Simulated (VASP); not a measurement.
Runs of VASP 6.6.1 on Tl. The structure is that of space group P6_3/mmc (No. 194), or close to it. The cells are those of the table. 

```tsv
cell	gap on the mesh (eV)	pressure (GPa)
a = 3.567, b = 3.567, c = 11.447 Å, angles 90.0, 90.0, 120.0°, 4 atoms	none	0.9
a = 3.709, b = 3.709, c = 11.905 Å, angles 90.0, 90.0, 120.0°, 4 atoms	none	-1.4
a = 3.465, b = 3.465, c = 11.119 Å, angles 90.0, 90.0, 120.0°, 4 atoms	none	3.9
a = 3.663, b = 3.663, c = 11.756 Å, angles 90.0, 90.0, 120.0°, 4 atoms	none	-0.8
a = 3.755, b = 3.755, c = 12.050 Å, angles 90.0, 90.0, 120.0°, 4 atoms	none	(a)
a = 3.615, b = 3.615, c = 11.603 Å, angles 90.0, 90.0, 120.0°, 4 atoms	none	(b)
a = 3.516, b = 3.516, c = 11.285 Å, angles 90.0, 90.0, 120.0°, 4 atoms	none	2.2
```

Alike in all rows: task single point; level revPBE; potentials or basis VASP PAW PBE potentials, release 64 (Tl_d); no spin polarisation; k mesh 11 × 11 × 3; cutoff (eV) 520; smearing fermi-dirac 0.1 eV.

Estimate the missing entries.

(a) -1.8; (b) -0.1.

Caveats: the PAW data sets were made with another functional, which shifts forces and pressure a little; spin-orbit coupling is left out, which moves the levels of the heavy elements.

A k mesh can miss the band edges, and the runs leave out spin-orbit coupling on Tl.

A gap of «none» marks levels without a gap at the run's occupations.
